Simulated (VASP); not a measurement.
# Au (Pm-3m) in VASP: a series of runs

Au is run at these levels: PBE; tasks: single point, relaxation of cell and atoms.

All numbers are computed with VASP 6.6.1; they aren't measurements. Logs are shortened: lines on timing, memory, paths and dates and some standing lists are left out, and cuts for length are marked.

## Step 1: The cell of the first run

The structure is cubic, space group Pm-3m (No. 221). The conventional cell has a = 2.943 Å, b = 2.943 Å, c = 2.943 Å, α = 90.00°, β = 90.00°, γ = 90.00°. Au (site symmetry m-3m) has 6 Au at 2.94 Å within 3.9 Å.

This isn't the form of Au at room conditions, which is fcc.

## Step 2: Single point, PBE

The input, INCAR:

```
ALGO     = Normal         # electronic algorithm
EDIFF    = 1E-6           # SCF threshold, eV
ENCUT    = 520            # plane-wave cutoff, eV
GGA      = PE             # functional
ISIF     = 2              # what is computed and relaxed
ISMEAR   = -1             # smearing method
LASPH    = T              # aspherical terms in the spheres
LCHARG   = F              # write CHGCAR
LREAL    = F              # projectors in reciprocal space
LWAVE    = F              # write WAVECAR
NBANDS   = 12             # bands
NELM     = 80             # most SCF steps
PREC     = Accurate       # precision mode
SIGMA    = 0.05           # smearing width, eV
```

The input, KPOINTS:

```
k-points
0
Gamma
  15 15 15
```

The input, POSCAR:

```
Au
1.0
    2.9427461886      0.0000000000      0.0000000000
    0.0000000000      2.9427461886      0.0000000000
    0.0000000000      0.0000000000      2.9427461886
Au
1
Direct
    0.0000000000      0.0000000000      0.0000000000
```

Potentials or basis: VASP PAW PBE potentials, release 64 (Au).

On the command line:

```console
$ cat potpaw_PBE.64/Au/POTCAR > POTCAR
$ mpirun -np 1 vasp_std > vasp.out
```

OUTCAR:

```text
EDIFF = 1E-6
   ENCUT = 520
   GGA = PE
   ISIF = 2
   ISMEAR = -1
   LASPH = T
   LREAL = F
   NELM = 80
   PREC = Accurate

 ion  position               nearest neighbor table
   1  0.000  0.000  0.000-

  LATTYP: Found a simple cubic cell.
 ALAT       =     2.9427461886

  Lattice vectors:

 A1 = (   2.9427461886,   0.0000000000,   0.0000000000)
 A2 = (   0.0000000000,   2.9427461886,   0.0000000000)
 A3 = (   0.0000000000,   0.0000000000,   2.9427461886)

Analysis of symmetry for initial positions (statically):
=====================================================================
 Subroutine PRICEL returns:
 Original cell was already a primitive cell.

 Routine SETGRP: Setting up the symmetry group for a
 simple cubic supercell.

 Subroutine GETGRP returns: Found 48 space group operations
 (whereof 48 operations were pure point group operations)
 out of a pool of 48 trial point group operations.

The static configuration has the point symmetry O_h .

Analysis of symmetry for dynamics (positions and initial velocities):
=====================================================================
 Subroutine PRICEL returns:
 Original cell was already a primitive cell.

 Routine SETGRP: Setting up the symmetry group for a
 simple cubic supercell.

 Subroutine GETGRP returns: Found 48 space group operations
 (whereof 48 operations were pure point group operations)
 out of a pool of 48 trial point group operations.

The dynamic configuration has the point symmetry O_h .

 Subroutine INISYM returns: Found 48 space group operations
 (whereof 48 operations are pure point group operations),
 and found     1 'primitive' translations

----------------------------------------------------------------------------------------

                                     Primitive cell

  volume of cell :      25.4835

  direct lattice vectors                    reciprocal lattice vectors
     2.942746189  0.000000000  0.000000000     0.339818637  0.000000000  0.000000000
     0.000000000  2.942746189  0.000000000     0.000000000  0.339818637  0.000000000
     0.000000000  0.000000000  2.942746189     0.000000000  0.000000000  0.339818637

  length of vectors
     2.942746189  2.942746189  2.942746189     0.339818637  0.339818637  0.339818637

  position of ions in fractional coordinates (direct lattice)
     0.000000000  0.000000000  0.000000000

  ion indices of the primitive-cell ions
   primitive index   ion index
                 1           1
[... 73 lines left out ...]
   LREAL  =      F    real-space projection
   EDIFFG = 0.1E-04   stopping-criterion for IOM
   NSW    =      0    number of steps for IOM
   IBRION =     -1    ionic relax: 0-MD 1-quasi-New 2-CG
   NFREE  =      0    steps in history (QN), initial steepest desc. (CG)
   ISIF   =      2    stress and relaxation
   ISYM   =      2    0-nonsym 1-usesym 2-fastsym
   POTIM  = 0.5000    time-step for ionic-motion
   TEBEG  =    0.0;   TEEND  =   0.0 temperature during run
   PSTRESS=    0.0 pullay stress
   NELECT =      11.0000    total number of electrons
   NUPDOWN=      -1.0000    fix difference up-down
   EMIN   =  10.00;   EMAX   =-10.00  energy-range for DOS
   EFERMI =   0.00;   METHOD = LEGACY
   ISMEAR =    -1;   SIGMA  =   0.05  broadening in eV -4-tet -1-fermi 0-gaus
   EFERMI_NEDOS =   21; number of points for ismear=-14 and -15
   IALGO  =     38    algorithm
   IMIX   =      4    mixing-type and parameters
     AMIX     =   0.40;   BMIX     =  1.00
     AMIX_MAG =   1.60;   BMIX_MAG =  1.00
  volume/ion in A,a.u.               =      25.48       171.97
  Fermi-wavevector in a.u.,A,eV,Ry     =   1.237237  2.338039 20.827194  1.530756
  Thomas-Fermi vector in A             =   2.371813
   LORBIT       =      0    0 simple, 1 ext, 2 COOP (PROOUT), +10 PAW based schemes
   GGA     = PE    functional components
   LHFCALC =     F    Hartree Fock is set to
   AEXX    =    0.0000 exact exchange contribution
   IVDW    =     0    specifies the selected vdW correction
   LEPSILON=     F    determine dielectric tensor
   LRPA    =     F    only Hartree local field effects (RPA)
 non-spin polarized calculation
  energy-cutoff  :      520.00
  volume of cell :       25.48
 maximum number of plane-waves:       715
 NGX is ok and might be reduce to    24
   NGX = 11   NGY = 11   NGZ = 11

 number of electron      10.9999997 magnetization

 Free energy of the ion-electron system (eV)
  ---------------------------------------------------
  ext. energy  EPLUGINS =         0.00000000
  ---------------------------------------------------
  free energy    TOTEN  =        -2.80101416 eV

  energy without entropy =       -2.79871131  energy(sigma->0) =       -2.79986273

 E-fermi :   3.9367     XC(G=0): -10.2912

 val. band max:        3.8860972463   @ k =   0.4000   0.2000   0.2000
 cond. band min:       3.9508321397   @ k =   0.4000   0.2667   0.1333
 fundamental gap:      0.0647348934
 Fermi energy:         3.9366737665

 k-point     1 :       0.0000    0.0000    0.0000
  band No.  band energies     occupation
      1      -2.3327      2.00000
      2      -0.5219      2.00000
      3      -0.5219      2.00000
      4       2.4180      2.00000
      5       2.4180      2.00000
      6       2.4180      2.00000
      7      16.5651      0.00000
      8      16.5651      0.00000
      9      16.5651      0.00000
     10      20.4519      0.00000
     11      22.6743      0.00000
     12      22.6743      0.00000
[... 331 lines left out ...]
 k-point    24 :       0.3333    0.2000    0.0000
  band No.  band energies     occupation
      1      -0.5027      2.00000
      2       0.3226      2.00000
      3       0.9032      2.00000
      4       1.7233      2.00000
      5       2.1507      2.00000
      6       2.2172      2.00000
      7       9.5182      0.00000
      8      14.5575      0.00000
      9      20.1599      0.00000
     10      20.6399      0.00000
     11      21.8806      0.00000
     12      26.2619      0.00000

 [... further k-points ...]
[... 5 lines left out ...]
  --------------------------------------------------------------------------------------
  -------------------------------------------------------------------------------------
  Total       -1.8880193     -1.8880193     -1.8880193      0.0000000      0.0000000     -0.0000000
  in kB     -118.7021549   -118.7021549   -118.7021549      0.0000000      0.0000000     -0.0000000
  external PRESSURE =    -118.7021549 kB  Pullay stress =       0.0000000 kB

 VOLUME and BASIS-vectors are now :
 -----------------------------------------------------------------------------
  energy-cutoff  :      520.00
  volume of cell :       25.48
      direct lattice vectors                 reciprocal lattice vectors
     2.942746189  0.000000000  0.000000000     0.339818637  0.000000000  0.000000000
     0.000000000  2.942746189  0.000000000     0.000000000  0.339818637  0.000000000
     0.000000000  0.000000000  2.942746189     0.000000000  0.000000000  0.339818637

 POSITION                                       TOTAL-FORCE (eV/Angst)
 -----------------------------------------------------------------------------------
      0.00000      0.00000      0.00000         0.000000      0.000000      0.000000
 -----------------------------------------------------------------------------------
    total drift:                                0.000000      0.000000     -0.000000

  FREE ENERGIE OF THE ION-ELECTRON SYSTEM (eV)
  ---------------------------------------------------
  free  energy   TOTEN  =        -2.8010141616 eV

  energy  without entropy=       -2.7987113069  energy(sigma->0) =       -2.79986273
```

Wall time 14 s (1 thread of AMD EPYC 9R45 (Zen 5), shared host); peak memory 0.13 GiB.

What came out:

* Free energy: -2.8010 eV
* Pressure: -11.9 GPa
* Band gap on the k mesh: zero (an odd number of electrons rules out a gap without spin polarisation)

Levels at points of the mesh, in eV from the Fermi level:
| k point | band 3 | band 4 | band 5 | band 6 | band 7 | band 8 | band 9 | band 10 |
| --- | --- | --- | --- | --- | --- | --- | --- | --- |
| (0.00, 0.00, 0.00) | -4.46 | -1.52 | -1.52 | -1.52 | 12.63 | 12.63 | 12.63 | 16.52 |

Caveat: the cell stands under tension; spin-orbit coupling is left out, which moves the levels of the heavy elements.

## Step 3: Relaxation of cell and atoms, PBE

This run uses another cell than the first one, of 20.76 Å³/atom.

The input, INCAR:

```
ALGO = Normal
EDIFF = 1E-7
EDIFFG = -0.005
ENCUT = 600
GGA = PE
IBRION = 2
ISIF = 3
ISMEAR = -1
LASPH = T
LCHARG = F
LREAL = F
LWAVE = F
NELM = 100
NSW = 45
PREC = Accurate
SIGMA = 0.05
```

KPOINTS is that of step 2.

The input, POSCAR:

```
Au
1.0
    2.7485729943      0.0000000000      0.0000000000
    0.0000000000      2.7485729943      0.0000000000
    0.0000000000      0.0000000000      2.7485729943
Au
1
Direct
    0.0000000000      0.0000000000      0.0000000000
```

Potentials or basis: VASP PAW PBE potentials, release 64 (Au).

On the command line:

```console
$ cat potpaw_PBE.64/Au/POTCAR > POTCAR
$ mpirun -np 1 vasp_std > vasp.out
```

OUTCAR:

```text
EDIFF = 1E-7
   EDIFFG = -0.005
   ENCUT = 600
   GGA = PE
   IBRION = 2
   ISIF = 3
   ISMEAR = -1
   LASPH = T
   LREAL = F
   NELM = 100
   NSW = 45
   PREC = Accurate

 ion  position               nearest neighbor table
   1  0.000  0.000  0.000-

  LATTYP: Found a simple cubic cell.
 ALAT       =     2.7485729943

  Lattice vectors:

 A1 = (   2.7485729943,   0.0000000000,   0.0000000000)
 A2 = (   0.0000000000,   2.7485729943,   0.0000000000)
 A3 = (   0.0000000000,   0.0000000000,   2.7485729943)

Analysis of symmetry for initial positions (statically):
=====================================================================
 Subroutine PRICEL returns:
 Original cell was already a primitive cell.

 Routine SETGRP: Setting up the symmetry group for a
 simple cubic supercell.

 Subroutine GETGRP returns: Found 48 space group operations
 (whereof 48 operations were pure point group operations)
 out of a pool of 48 trial point group operations.

The static configuration has the point symmetry O_h .

Analysis of symmetry for dynamics (positions and initial velocities):
=====================================================================
 Subroutine PRICEL returns:
 Original cell was already a primitive cell.

 Routine SETGRP: Setting up the symmetry group for a
 simple cubic supercell.

 Subroutine GETGRP returns: Found 48 space group operations
 (whereof 48 operations were pure point group operations)
 out of a pool of 48 trial point group operations.

The dynamic configuration has the point symmetry O_h .

 Subroutine INISYM returns: Found 48 space group operations
 (whereof 48 operations are pure point group operations),
 and found     1 'primitive' translations

----------------------------------------------------------------------------------------

                                     Primitive cell

  volume of cell :      20.7645

  direct lattice vectors                    reciprocal lattice vectors
     2.748572994  0.000000000  0.000000000     0.363825157  0.000000000  0.000000000
     0.000000000  2.748572994  0.000000000     0.000000000  0.363825157  0.000000000
     0.000000000  0.000000000  2.748572994     0.000000000  0.000000000  0.363825157

  length of vectors
     2.748572994  2.748572994  2.748572994     0.363825157  0.363825157  0.363825157

  position of ions in fractional coordinates (direct lattice)
     0.000000000  0.000000000  0.000000000

  ion indices of the primitive-cell ions
   primitive index   ion index
                 1           1

----------------------------------------------------------------------------------------

 KPOINTS: k-points

Automatic generation of k-mesh.
 Grid dimensions read from file:
 generate k-points for:   15   15   15

 Generating k-lattice:

  Cartesian coordinates                     Fractional coordinates (reciprocal lattice)
     0.024255010  0.000000000  0.000000000     0.066666667  0.000000000  0.000000000
     0.000000000  0.024255010  0.000000000     0.000000000  0.066666667  0.000000000
     0.000000000  0.000000000  0.024255010     0.000000000  0.000000000  0.066666667

  Length of vectors
     0.024255010  0.024255010  0.024255010

  Shift w.r.t. Gamma in fractional coordinates (k-lattice)
     0.000000000  0.000000000  0.000000000

 Subroutine IBZKPT returns following result:
 ===========================================

 Found    120 irreducible k-points:

 Following reciprocal coordinates:
            Coordinates               Weight
  0.000000  0.000000  0.000000      1.000000
  0.066667  0.000000  0.000000      6.000000
  0.133333  0.000000  0.000000      6.000000
  0.200000  0.000000  0.000000      6.000000
  0.266667  0.000000  0.000000      6.000000
  0.333333  0.000000  0.000000      6.000000
[... 16 lines left out ...]
  0.266667  0.200000  0.000000     24.000000
  0.333333  0.200000  0.000000     24.000000
 [... further k-points ...]
   k-points           NKPTS =    120   k-points in BZ     NKDIM =    120   number of bands    NBANDS=      9
   number of dos      NEDOS =    301   number of ions     NIONS =      1
   total plane-waves  NPLWV =  13824
   dimension x,y,z NGX =    24 NGY =   24 NGZ =   24
   dimension x,y,z NGXF=    48 NGYF=   48 NGZF=   48
   ions per type =               1
   NGX,Y,Z   is equivalent  to a cutoff of  14.52, 14.52, 14.52 a.u.
   NGXF,Y,Z  is equivalent  to a cutoff of  29.03, 29.03, 29.03 a.u.
 SYSTEM =  unknown system
   PREC   = accura    normal or accurate (medium, high low for compatibility)
   ISTART =      0    job   : 0-new  1-cont  2-samecut
   ICHARG =      2    charge: 1-file 2-atom 10-const
   ISPIN  =      1    spin polarized calculation?
   LNONCOLLINEAR =      F non collinear calculations
   LSORBIT =      F    spin-orbit coupling
   LASPH  =      T    aspherical Exc in radial PAW
   ENCUT  =  600.0 eV  44.10 Ry    6.64 a.u.   5.49  5.49  5.49*2*pi/ulx,y,z
   NELM   =    100;   NELMIN=  2; NELMDL= -5     # of ELM steps
   EDIFF  = 0.1E-06   stopping-criterion for ELM
   LREAL  =      F    real-space projection
   EDIFFG = -.5E-02   stopping-criterion for IOM
   NSW    =     45    number of steps for IOM
   IBRION =      2    ionic relax: 0-MD 1-quasi-New 2-CG
   NFREE  =      1    steps in history (QN), initial steepest desc. (CG)
   ISIF   =      3    stress and relaxation
   ISYM   =      2    0-nonsym 1-usesym 2-fastsym
   POTIM  = 0.5000    time-step for ionic-motion
   TEBEG  =    0.0;   TEEND  =   0.0 temperature during run
   PSTRESS=    0.0 pullay stress
   NELECT =      11.0000    total number of electrons
   NUPDOWN=      -1.0000    fix difference up-down
   EMIN   =  10.00;   EMAX   =-10.00  energy-range for DOS
   EFERMI =   0.00;   METHOD = LEGACY
   ISMEAR =    -1;   SIGMA  =   0.05  broadening in eV -4-tet -1-fermi 0-gaus
   EFERMI_NEDOS =   21; number of points for ismear=-14 and -15
   IALGO  =     38    algorithm
   IMIX   =      4    mixing-type and parameters
     AMIX     =   0.40;   BMIX     =  1.00
     AMIX_MAG =   1.60;   BMIX_MAG =  1.00
  volume/ion in A,a.u.               =      20.76       140.13
  Fermi-wavevector in a.u.,A,eV,Ry     =   1.324642  2.503210 23.873814  1.754676
  Thomas-Fermi vector in A             =   2.454161
   LORBIT       =      0    0 simple, 1 ext, 2 COOP (PROOUT), +10 PAW based schemes
   GGA     = PE    functional components
   LHFCALC =     F    Hartree Fock is set to
   AEXX    =    0.0000 exact exchange contribution
   IVDW    =     0    specifies the selected vdW correction
   LEPSILON=     F    determine dielectric tensor
   LRPA    =     F    only Hartree local field effects (RPA)
 conjugate gradient relaxation of ions
 non-spin polarized calculation
  energy-cutoff  :      600.00
  volume of cell :       20.76
 maximum number of plane-waves:       739
 NGX is ok and might be reduce to    24
   NGX = 11   NGY = 11   NGZ = 11

--------------------------------------- Ionic step        1  -------------------------------------------

 number of electron      11.0000001 magnetization

 Free energy of the ion-electron system (eV)
  ---------------------------------------------------
  ext. energy  EPLUGINS =         0.00000000
  ---------------------------------------------------
  free energy    TOTEN  =        -3.02373176 eV

  energy without entropy =       -3.02213527  energy(sigma->0) =       -3.02293352

------------------------ aborting loop because EDIFF is reached ----------------------------------------

  FORCE on cell =-STRESS in cart. coord.  units (eV):
  Direction    XX          YY          ZZ          XY          YZ          ZX
  --------------------------------------------------------------------------------------
  -------------------------------------------------------------------------------------
  Total       -0.0174563     -0.0174563     -0.0174563     -0.0000000      0.0000000     -0.0000000
  in kB       -1.3469175     -1.3469175     -1.3469175     -0.0000000      0.0000000     -0.0000000
  external PRESSURE =      -1.3469175 kB  Pullay stress =       0.0000000 kB
[... 57 lines left out ...]
--------------------------------------- Ionic step        3  -------------------------------------------

 number of electron      11.0000001 magnetization

 Free energy of the ion-electron system (eV)
  ---------------------------------------------------
  ext. energy  EPLUGINS =         0.00000000
  ---------------------------------------------------
  free energy    TOTEN  =        -3.02374343 eV

  energy without entropy =       -3.02215199  energy(sigma->0) =       -3.02294771

 E-fermi :   6.2220     XC(G=0): -11.4307

 val. band max:        6.1498841035   @ k =   0.3333   0.3333   0.2000
 cond. band min:       6.3489943951   @ k =   0.4000   0.2000   0.2000
 fundamental gap:      0.1991102915
 Fermi energy:         6.2219787406

 k-point     1 :       0.0000    0.0000    0.0000
  band No.  band energies     occupation
      1      -1.4691      2.00000
      2       0.6785      2.00000
      3       0.6785      2.00000
      4       4.8455      2.00000
      5       4.8455      2.00000
      6       4.8455      2.00000
      7      20.1315      0.00000
      8      20.1315      0.00000
      9      20.1315      0.00000
[... 265 lines left out ...]
 k-point    24 :       0.3333    0.2000    0.0000
  band No.  band energies     occupation
      1       0.7512      2.00000
      2       1.7788      2.00000
      3       2.5721      2.00000
      4       3.8175      2.00000
      5       4.2715      2.00000
      6       4.4470      2.00000
      7      12.6543      0.00000
      8      18.2767      0.00000
      9      23.7479      0.00000

 [... further k-points ...]
[... 5 lines left out ...]
  --------------------------------------------------------------------------------------
  -------------------------------------------------------------------------------------
  Total        0.0009225      0.0009225      0.0009225      0.0000000      0.0000000      0.0000000
  in kB        0.0712739      0.0712739      0.0712739      0.0000000      0.0000000      0.0000000
  external PRESSURE =       0.0712739 kB  Pullay stress =       0.0000000 kB
[... 16 lines left out ...]
  FREE ENERGIE OF THE ION-ELECTRON SYSTEM (eV)
  ---------------------------------------------------
  free  energy   TOTEN  =        -3.0237434322 eV

  energy  without entropy=       -3.0221519901  energy(sigma->0) =       -3.02294771

 reached required accuracy - stopping structural energy minimisation
```

Wall time 20 s (1 thread of AMD EPYC 9R45 (Zen 5), shared host); peak memory 0.14 GiB.

What came out:

```yaml
Free_energy: -3.0237 eV
Relaxed_volume: 20.74 Å³/atom
Relaxed_cell: a = 2.747 Å, b = 2.747 Å, c = 2.747 Å, α = 90.00°, β = 90.00°, γ = 90.00°
Space_group_after_relaxing_to_0.1_Å: Pm-3m (No. 221)
Energy_gained_by_relaxing: 0.0 meV/atom
Ionic_steps: 3
Pressure_after_relaxing: 0.0 GPa
Band_gap_on_the_k_mesh: zero (an odd number of electrons rules out a gap without spin polarisation)
```

Final structure:
```xyz
1
Lattice="2.7474 0.0000 0.0000 0.0000 2.7474 0.0000 0.0000 0.0000 2.7474" Properties=species:S:1:pos:R:3 pbc="T T T"
Au    0.0000    0.0000    0.0000
```

Caveat: spin-orbit coupling is left out, which moves the levels of the heavy elements.
